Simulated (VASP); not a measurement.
Runs of VASP 6.6.1 on CdSe. The structure is that of space group F-43m (No. 216), or close to it. The cells are those of the table. 

```tsv
task	cell	cutoff (eV)	gap on the mesh (eV)	pressure (GPa)
single point	a = 4.303 Å, angles 60.0, 60.0, 90.0°, 2 atoms	520	0.36	(b)
single point	a = 4.114 Å, angles 60.0, 60.0, 90.0°, 2 atoms	520	0.63	7.8
relaxation of cell and atoms	relaxed to 4 GPa from a = 4.248 Å, angles 60.0, 60.0, 90.0°, 2 atoms	600	0.54	4.0
single point	a = 4.011 Å, angles 60.0, 60.0, 90.0°, 2 atoms	520	0.78	(a)
relaxation of cell and atoms	relaxed to -2 GPa from a = 4.248 Å, angles 60.0, 60.0, 90.0°, 2 atoms	600	0.34	-2.0
single point	a = 4.164 Å, angles 60.0, 60.0, 90.0°, 2 atoms	520	(d)	4.6
single point	a = 4.071 Å, angles 60.0, 60.0, 90.0°, 2 atoms	520	0.69	10.9
single point	a = 4.204 Å, angles 60.0, 60.0, 90.0°, 2 atoms	520	(c)	2.5
relaxation of cell and atoms	relaxed to 2 GPa from a = 4.248 Å, angles 60.0, 60.0, 90.0°, 2 atoms	600	0.48	2.0
```

Alike in all rows: level LDA; potentials or basis VASP PAW LDA potentials, release 64 (Cd, Se); no spin polarisation; k mesh 6 × 6 × 6; smearing gaussian 0.01 eV.

**Question.** Fill in the values left out.

**Answer.** (a) 16.0; (b) -1.6; (c) 0.50; (d) 0.56.

Caveats: the cell is relaxed towards a set pressure, so the enthalpy falls and the energy may rise (some runs).

A k mesh can miss the band edges, and the runs leave out spin-orbit coupling on Cd, Se.
